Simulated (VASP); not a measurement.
Set up this calculation in VASP 6.6.1, as the native input.

* Task: single point
* Functional: PBE
* Potentials or basis: VASP PAW PBE potentials, release 64 (Cd, S)
* Cutoff: 500 eV
* k mesh: 9 × 9 × 4
* Occupations: gaussian, width 0.02 eV
* Spin: no spin polarisation
* Dipole correction: no
* Further INCAR settings: ALGO = Normal; EDIFF = 1e-06; NBANDS = 26

The structure of CdS lies in POSCAR:

```
CdS
1.0
    4.1968523960      0.0000000000      0.0000000000
   -2.0984261980      3.6345807909      0.0000000000
    0.0000000000      0.0000000000      6.8296509168
Cd S
2 2
Direct
    0.3333333333      0.6666666667      0.0002179963
    0.6666666667      0.3333333333      0.5002179963
    0.3333333333      0.6666666667      0.3767820037
    0.6666666667      0.3333333333      0.8767820037
```

The input as run:

INCAR

```
PREC = Accurate ; ENCUT = 500
EDIFF = 1E-6 ; ISMEAR = 0
SIGMA = 0.02 ; LREAL = F
LASPH = T ; NELM = 120
ALGO = Normal ; ISIF = 2
LWAVE = F ; LCHARG = F
GGA = PE ; NBANDS = 26
GGA_COMPAT = F
```

KPOINTS

```
Automatic mesh
0
Gamma
  9 9 4
```

Potentials or basis: VASP PAW PBE potentials, release 64 (Cd, S).

Launch:

```sh
$ cat potpaw_PBE.64/Cd/POTCAR potpaw_PBE.64/S/POTCAR > POTCAR
$ mpirun -np 1 vasp_std > vasp.out
```

Results of the run:

| Property | Result |
| --- | --- |
| Pressure | 0.3 GPa |
| Band gap on the k mesh | 1.11 eV |

Wall time 110 s on 1 thread of AMD EPYC 7R43 64-Core Processor (Zen 3), on a shared host, peak memory 0.21 GiB.
